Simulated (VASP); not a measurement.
# W: single point with PBE

W:

```xyz
1
Lattice="-1.6372 1.6372 1.5973 1.6372 -1.6372 1.5973 1.6372 1.6372 -1.5973" Properties=species:S:1:pos:R:3 pbc="T T T"
W     0.0000    0.0000    0.0000
```

This cell differs from its parent crystal: strain +0.025 along x and y, +0.000 along z.

```yaml
Program: VASP 6.6.1
Task: single point
Functional: PBE
Potentials_or_basis: VASP PAW PBE potentials, release 64 (W_sv)
Cutoff: 520 eV
k_mesh: 20 × 20 × 20
Occupations: gaussian, width 0.15 eV
Spin: no spin polarisation
```

```json
{"Pressure": "-15.6 GPa", "Band gap on the k mesh": "zero (bands 7 and 8 overlap by 5.64 eV)"}
```

Stress tensor (GPa, compression positive):
```
-17.99   0.00   0.00
  0.00 -17.99   0.00
  0.00   0.00 -10.81
```

Levels at points of the mesh, in eV from the Fermi level:
| k point | band 3 | band 4 | band 5 | band 6 | band 7 | band 8 | band 9 | band 10 | band 11 | band 12 |
| --- | --- | --- | --- | --- | --- | --- | --- | --- | --- | --- |
| (0.00, 0.00, 0.00) | -37.99 | -37.98 | -9.23 | -1.33 | -1.03 | -1.03 | 1.84 | 2.24 | 14.16 | 14.16 |
| (0.50, 0.00, 0.00) | -38.32 | -37.99 | -5.81 | -3.34 | 0.48 | 1.98 | 2.91 | 5.47 | 9.91 | 11.21 |
| (0.50, 0.50, 0.00) | -38.29 | -37.98 | -5.83 | -3.03 | 0.30 | 1.64 | 2.66 | 5.41 | 9.73 | 11.35 |
| (0.50, 0.50, 0.50) | -38.71 | -38.65 | -5.30 | -5.24 | 4.57 | 4.57 | 4.66 | 7.41 | 7.41 | 8.07 |

Run time: 3.3 min on 1 thread of Intel Xeon 8259CL, on a shared host, peak memory 0.26 GiB.

Caveat: the cell differs from its parent crystal (strain +0.025 along x and y, +0.000 along z); the cell stands under tension; spin-orbit coupling is left out, which moves the levels of the heavy elements.
